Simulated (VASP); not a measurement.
# Y (P6_3/mmc) in VASP: further runs

The runs below take Y through single point, with PBE.

All numbers are computed with VASP 6.6.1; they aren't measurements. Logs are shortened: lines on timing, memory, paths and dates and some standing lists are left out, and cuts for length are marked.

## (1) The cell of the first run

Symmetry: P6_3/mmc, No. 194, hexagonal system. The conventional cell has a = 3.573 Å, b = 3.573 Å, c = 5.614 Å, α = 90.00°, β = 90.00°, γ = 120.00°. Y (site symmetry -6m2) has 12 Y at 3.48 to 3.57 Å within 4.6 Å.

## (2) Single point, PBE

Input file INCAR:

```
PREC     = Accurate       # precision mode
ENCUT    = 520            # plane-wave cutoff, eV
EDIFF    = 1E-6           # SCF threshold, eV
ISMEAR   = -1             # smearing method
SIGMA    = 0.1            # smearing width, eV
LREAL    = F              # projectors in reciprocal space
LASPH    = T              # aspherical terms in the spheres
NELM     = 100            # most SCF steps
ALGO     = Normal         # electronic algorithm
ISIF     = 2              # what is computed and relaxed
LWAVE    = F              # write WAVECAR
LCHARG   = F              # write CHGCAR
GGA      = PE             # functional
NBANDS   = 18             # bands
```

Input file KPOINTS:

```
Automatic mesh
0
Gamma
  9 9 5
```

Input file POSCAR:

```
Y
1.0
    3.5729423729      0.0000000000      0.0000000000
   -1.7864711865      3.0942588046      0.0000000000
    0.0000000000      0.0000000000      5.6136161546
Y
2
Direct
    0.3333333333      0.6666666667      0.2500000000
    0.6666666667      0.3333333333      0.7500000000
```

Potentials or basis: VASP PAW PBE potentials, release 64 (Y_sv).

Launch:

```bash
$ cat potpaw_PBE.64/Y_sv/POTCAR > POTCAR
$ mpirun -np 1 vasp_std > vasp.out
```

OUTCAR:

```text
PREC = Accurate
   ENCUT = 520
   EDIFF = 1E-6
   ISMEAR = -1
   LREAL = F
   LASPH = T
   NELM = 100
   ISIF = 2
   GGA = PE

 ion  position               nearest neighbor table
   1  0.333  0.667  0.250-   2 3.48   2 3.48   2 3.48   2 3.48   2 3.48   2 3.48
   2  0.667  0.333  0.750-   1 3.48   1 3.48   1 3.48   1 3.48   1 3.48   1 3.48

  LATTYP: Found a hexagonal cell.
 ALAT       =     3.5729423729
 C/A-ratio  =     1.5711465702

  Lattice vectors:

 A1 = (   3.5729423729,   0.0000000000,   0.0000000000)
 A2 = (  -1.7864711865,   3.0942588046,   0.0000000000)
 A3 = (   0.0000000000,   0.0000000000,   5.6136161546)

Analysis of symmetry for initial positions (statically):
=====================================================================
 Subroutine PRICEL returns:
 Original cell was already a primitive cell.

 Routine SETGRP: Setting up the symmetry group for a
 hexagonal supercell.

 Subroutine GETGRP returns: Found 24 space group operations
 (whereof 12 operations were pure point group operations)
 out of a pool of 24 trial point group operations.

The static configuration has the point symmetry D_3d.
 The point group associated with its full space group is D_6h.

Analysis of symmetry for dynamics (positions and initial velocities):
=====================================================================
 Subroutine PRICEL returns:
 Original cell was already a primitive cell.

 Routine SETGRP: Setting up the symmetry group for a
 hexagonal supercell.

 Subroutine GETGRP returns: Found 24 space group operations
 (whereof 12 operations were pure point group operations)
 out of a pool of 24 trial point group operations.

The dynamic configuration has the point symmetry D_3d.
 The point group associated with its full space group is D_6h.

 Subroutine INISYM returns: Found 24 space group operations
 (whereof 12 operations are pure point group operations),
 and found     1 'primitive' translations

----------------------------------------------------------------------------------------

                                     Primitive cell

  volume of cell :      62.0619

  direct lattice vectors                    reciprocal lattice vectors
     3.572942373  0.000000000  0.000000000     0.279881368  0.161589586  0.000000000
    -1.786471187  3.094258805  0.000000000     0.000000000  0.323179173  0.000000000
     0.000000000  0.000000000  5.613616155     0.000000000  0.000000000  0.178138293

  length of vectors
     3.572942373  3.572942324  5.613616155     0.323179168  0.323179173  0.178138293

  position of ions in fractional coordinates (direct lattice)
     0.333333333  0.666666667  0.250000000
     0.666666667  0.333333333  0.750000000

  ion indices of the primitive-cell ions
   primitive index   ion index
                 1           1
                 2           2

----------------------------------------------------------------------------------------

 KPOINTS: Automatic mesh

Automatic generation of k-mesh.
 Grid dimensions read from file:
 generate k-points for:    9    9    5

 Generating k-lattice:

  Cartesian coordinates                     Fractional coordinates (reciprocal lattice)
     0.031097930  0.017954398  0.000000000     0.111111111 -0.000000000  0.000000000
     0.000000000  0.035908797  0.000000000     0.000000000  0.111111111  0.000000000
     0.000000000  0.000000000  0.035627659     0.000000000  0.000000000  0.200000000

  Length of vectors
     0.035908796  0.035908797  0.035627659

  Shift w.r.t. Gamma in fractional coordinates (k-lattice)
     0.000000000  0.000000000  0.000000000

 Subroutine IBZKPT returns following result:
 ===========================================

 Found     36 irreducible k-points:

 Following reciprocal coordinates:
            Coordinates               Weight
  0.000000  0.000000  0.000000      1.000000
  0.111111  0.000000  0.000000      6.000000
  0.222222  0.000000  0.000000      6.000000
  0.333333  0.000000  0.000000      6.000000
  0.444444  0.000000  0.000000      6.000000
  0.111111  0.111111  0.000000      6.000000
[... 16 lines left out ...]
  0.333333  0.222222  0.200000     24.000000
  0.333333  0.333333  0.200000      4.000000
 [... further k-points ...]
   k-points           NKPTS =     36   k-points in BZ     NKDIM =     36   number of bands    NBANDS=     18
   number of dos      NEDOS =    301   number of ions     NIONS =      2
   total plane-waves  NPLWV =  32928
   dimension x,y,z NGX =    28 NGY =   28 NGZ =   42
   dimension x,y,z NGXF=    56 NGYF=   56 NGZF=   84
   ions per type =               2
   NGX,Y,Z   is equivalent  to a cutoff of  13.03, 13.03, 12.44 a.u.
   NGXF,Y,Z  is equivalent  to a cutoff of  26.06, 26.06, 24.88 a.u.
 SYSTEM =  unknown system
   PREC   = accura    normal or accurate (medium, high low for compatibility)
   ISTART =      0    job   : 0-new  1-cont  2-samecut
   ICHARG =      2    charge: 1-file 2-atom 10-const
   ISPIN  =      1    spin polarized calculation?
   LNONCOLLINEAR =      F non collinear calculations
   LSORBIT =      F    spin-orbit coupling
   LASPH  =      T    aspherical Exc in radial PAW
   ENCUT  =  520.0 eV  38.22 Ry    6.18 a.u.   6.64  6.64 10.44*2*pi/ulx,y,z
   NELM   =    100;   NELMIN=  2; NELMDL= -5     # of ELM steps
   EDIFF  = 0.1E-05   stopping-criterion for ELM
   LREAL  =      F    real-space projection
[... 7 lines left out ...]
   TEBEG  =    0.0;   TEEND  =   0.0 temperature during run
   PSTRESS=    0.0 pullay stress
   NELECT =      22.0000    total number of electrons
   NUPDOWN=      -1.0000    fix difference up-down
   EMIN   =  10.00;   EMAX   =-10.00  energy-range for DOS
   EFERMI =   0.00;   METHOD = LEGACY
   ISMEAR =    -1;   SIGMA  =   0.10  broadening in eV -4-tet -1-fermi 0-gaus
   EFERMI_NEDOS =   21; number of points for ismear=-14 and -15
   IALGO  =     38    algorithm
   IMIX   =      4    mixing-type and parameters
     AMIX     =   0.40;   BMIX     =  1.00
     AMIX_MAG =   1.60;   BMIX_MAG =  1.00
  volume/ion in A,a.u.               =      31.03       209.41
  Fermi-wavevector in a.u.,A,eV,Ry     =   1.158619  2.189472 18.264430  1.342398
  Thomas-Fermi vector in A             =   2.295219
   LORBIT       =      0    0 simple, 1 ext, 2 COOP (PROOUT), +10 PAW based schemes
   GGA     = PE    functional components
   LHFCALC =     F    Hartree Fock is set to
   AEXX    =    0.0000 exact exchange contribution
   IVDW    =     0    specifies the selected vdW correction
   LEPSILON=     F    determine dielectric tensor
   LRPA    =     F    only Hartree local field effects (RPA)
 non-spin polarized calculation
  energy-cutoff  :      520.00
  volume of cell :       62.06
 maximum number of plane-waves:      1701
 NGX is ok and might be reduce to    28
   NGX = 13   NGY = 13   NGZ = 21

 number of electron      22.0000001 magnetization

 Free energy of the ion-electron system (eV)
  ---------------------------------------------------
  ext. energy  EPLUGINS =         0.00000000
  ---------------------------------------------------
  free energy    TOTEN  =       -12.90179181 eV

  energy without entropy =      -12.78315629  energy(sigma->0) =      -12.84247405

 E-fermi :   3.2806     XC(G=0):  -9.6474

 val. band max:        3.2626477106   @ k =   0.2222   0.1111   0.4000
 cond. band min:       3.2946827515   @ k =   0.4444   0.0000   0.0000
 fundamental gap:      0.0320350409
 Fermi energy:         3.2806079806

 k-point     1 :       0.0000    0.0000    0.0000
  band No.  band energies     occupation
      1     -39.2638      2.00000
      2     -39.1707      2.00000
      3     -19.6152      2.00000
      4     -19.0366      2.00000
      5     -19.0366      2.00000
      6     -18.9312      2.00000
[... 10 lines left out ...]
     17       6.2040      0.00000
     18       6.2040      0.00000

 k-point     2 :       0.1111    0.0000    0.0000
  band No.  band energies     occupation
      1     -39.2561      2.00000
      2     -39.1679      2.00000
      3     -19.5891      2.00000
      4     -19.0899      2.00000
      5     -19.0545      2.00000
      6     -18.9871      2.00000
[... 10 lines left out ...]
     17       5.9512      0.00000
     18       5.9814      0.00000

 k-point     3 :       0.2222    0.0000    0.0000
  band No.  band energies     occupation
      1     -39.2357      2.00000
      2     -39.1616      2.00000
      3     -19.5170      2.00000
      4     -19.2257      2.00000
      5     -19.1226      2.00000
      6     -19.0977      2.00000
[... 10 lines left out ...]
     17       6.4325      0.00000
     18       6.6789      0.00000

 k-point     4 :       0.3333    0.0000    0.0000
  band No.  band energies     occupation
      1     -39.2102      2.00000
      2     -39.1566      2.00000
      3     -19.4177      2.00000
      4     -19.3803      2.00000
      5     -19.2676      2.00000
      6     -19.1441      2.00000
[... 10 lines left out ...]
     17       7.3432      0.00000
     18       7.6869      0.00000

 k-point     5 :       0.4444    0.0000    0.0000
  band No.  band energies     occupation
      1     -39.1905      2.00000
      2     -39.1564      2.00000
      3     -19.4806      2.00000
      4     -19.3580      2.00000
      5     -19.3288      2.00000
      6     -19.1734      2.00000
[... 10 lines left out ...]
     17       8.6519      0.00000
     18       8.7079      0.00000

 k-point     6 :       0.1111    0.1111    0.0000
  band No.  band energies     occupation
      1     -39.2420      2.00000
      2     -39.1634      2.00000
      3     -19.5399      2.00000
      4     -19.1686      2.00000
      5     -19.1280      2.00000
      6     -19.0451      2.00000
[... 10 lines left out ...]
     17       6.0950      0.00000
     18       6.5640      0.00000

 k-point     7 :       0.2222    0.1111    0.0000
  band No.  band energies     occupation
      1     -39.2189      2.00000
      2     -39.1579      2.00000
      3     -19.4533      2.00000
      4     -19.3018      2.00000
      5     -19.2404      2.00000
      6     -19.1162      2.00000
[... 10 lines left out ...]
     17       6.8998      0.00000
     18       7.5467      0.00000

 k-point     8 :       0.3333    0.1111    0.0000
  band No.  band energies     occupation
      1     -39.1956      2.00000
      2     -39.1560      2.00000
      3     -19.4289      2.00000
      4     -19.3538      2.00000
      5     -19.3235      2.00000
      6     -19.1810      2.00000
[... 10 lines left out ...]
     17       8.0285      0.00000
     18       8.7051      0.00000
[... 229 lines left out ...]
     17       7.1304      0.00000
     18       7.4848      0.00000

 k-point    20 :       0.3333    0.1111    0.2000
  band No.  band energies     occupation
      1     -39.1918      2.00000
      2     -39.1598      2.00000
      3     -19.4863      2.00000
      4     -19.3842      2.00000
      5     -19.2515      2.00000
      6     -19.1668      2.00000
[... 10 lines left out ...]
     17       8.0601      0.00000
     18       8.2421      0.00000

 k-point    21 :       0.4444    0.1111    0.2000
  band No.  band energies     occupation
      1     -39.1816      2.00000
      2     -39.1600      2.00000
      3     -19.5192      2.00000
      4     -19.4142      2.00000
      5     -19.2491      2.00000
      6     -19.1646      2.00000
[... 10 lines left out ...]
     17       8.3144      0.00000
     18       8.8089      0.00000

 k-point    22 :       0.2222    0.2222    0.2000
  band No.  band energies     occupation
      1     -39.1936      2.00000
      2     -39.1599      2.00000
      3     -19.4435      2.00000
      4     -19.3832      2.00000
      5     -19.2223      2.00000
      6     -19.2020      2.00000
[... 10 lines left out ...]
     17       7.9470      0.00000
     18       8.2076      0.00000

 k-point    23 :       0.3333    0.2222    0.2000
  band No.  band energies     occupation
      1     -39.1776      2.00000
      2     -39.1606      2.00000
      3     -19.4586      2.00000
      4     -19.3959      2.00000
      5     -19.2919      2.00000
      6     -19.1749      2.00000
[... 10 lines left out ...]
     17       7.9769      0.00000
     18       8.7850      0.00000

 k-point    24 :       0.3333    0.3333    0.2000
  band No.  band energies     occupation
      1     -39.1664      2.00000
      2     -39.1664      2.00000
      3     -19.3890      2.00000
      4     -19.3827      2.00000
      5     -19.3827      2.00000
      6     -19.1999      2.00000
[... 10 lines left out ...]
     17       8.2222      0.00000
     18       8.2222      0.00000

 [... further k-points ...]
[... 5 lines left out ...]
  --------------------------------------------------------------------------------------
  -------------------------------------------------------------------------------------
  Total        0.9900873      0.9900873      0.8944532     -0.0000000      0.0000000      0.0000000
  in kB       25.5598752     25.5598742     23.0910053     -0.0000000      0.0000000      0.0000000
  external PRESSURE =      24.7369182 kB  Pullay stress =       0.0000000 kB

 VOLUME and BASIS-vectors are now :
 -----------------------------------------------------------------------------
  energy-cutoff  :      520.00
  volume of cell :       62.06
      direct lattice vectors                 reciprocal lattice vectors
     3.572942373  0.000000000  0.000000000     0.279881368  0.161589586  0.000000000
    -1.786471187  3.094258805  0.000000000     0.000000000  0.323179173  0.000000000
     0.000000000  0.000000000  5.613616155     0.000000000  0.000000000  0.178138293

 POSITION                                       TOTAL-FORCE (eV/Angst)
 -----------------------------------------------------------------------------------
     -0.00000      2.06284      1.40340        -0.000000      0.000000      0.000000
      1.78647      1.03142      4.21021         0.000000     -0.000000      0.000000
 -----------------------------------------------------------------------------------
    total drift:                               -0.000000      0.000000     -0.000000

  FREE ENERGIE OF THE ION-ELECTRON SYSTEM (eV)
  ---------------------------------------------------
  free  energy   TOTEN  =       -12.9017918102 eV

  energy  without entropy=      -12.7831562887  energy(sigma->0) =      -12.84247405
```

Run time: 95 s. Hardware: 1 thread of Intel Xeon 8259CL, shared host; peak memory 0.2 GiB.

Results:

```yaml
Free_energy: -12.9018 eV
Pressure: 2.5 GPa
Band_gap_on_the_k_mesh: zero (bands 11 and 12 overlap by 1.49 eV)
```

## (3) Single point, PBE

This run uses another cell than the first one, of 31.69 Å³/atom.

Input file INCAR:

```
PREC = Accurate ; ENCUT = 520
EDIFF = 1E-6 ; ISMEAR = -1
SIGMA = 0.1 ; LREAL = False
LASPH = True ; NELM = 80
ALGO = Normal ; ISIF = 2
LWAVE = False ; LCHARG = False
GGA = PE ; NBANDS = 18
```

Input file KPOINTS:

```
regular mesh
0
Gamma
  9 9 5
```

Input file POSCAR:

```
Y
1.0
    3.5981047680      0.0000000000      0.0000000000
   -1.7990523840      3.1160500776      0.0000000000
    0.0000000000      0.0000000000      5.6531499653
Y
2
Direct
    0.3333333333      0.6666666667      0.2500000000
    0.6666666667      0.3333333333      0.7500000000
```

Potentials or basis: VASP PAW PBE potentials, release 64 (Y_sv).

Launch:

```bash
$ cat potpaw_PBE.64/Y_sv/POTCAR > POTCAR
$ mpirun -np 1 vasp_std > vasp.out
```

It took 1.8 min on 1 thread of Intel Xeon 8259CL, shared host; peak memory 0.2 GiB.

Results (log left out):

- Free energy: -12.9183 eV
- Pressure: 1.5 GPa
- Band gap on the k mesh: zero (bands 11 and 12 overlap by 1.42 eV)

Stress tensor (GPa, compression positive):
```
1.61 0.00 0.00
0.00 1.61 0.00
0.00 0.00 1.33
```

Levels at points of the mesh, in eV from the Fermi level:
```csv
k point,band 9,band 10,band 11,band 12,band 13,band 14
"(0.00, 0.00, 0.00)",-4.74,-1.91,0.99,1.79,1.79,2.09
```

(Part 1 of 2 ends here.)

The gap in the log of VASP goes by the Fermi energy; the results here count the filled bands.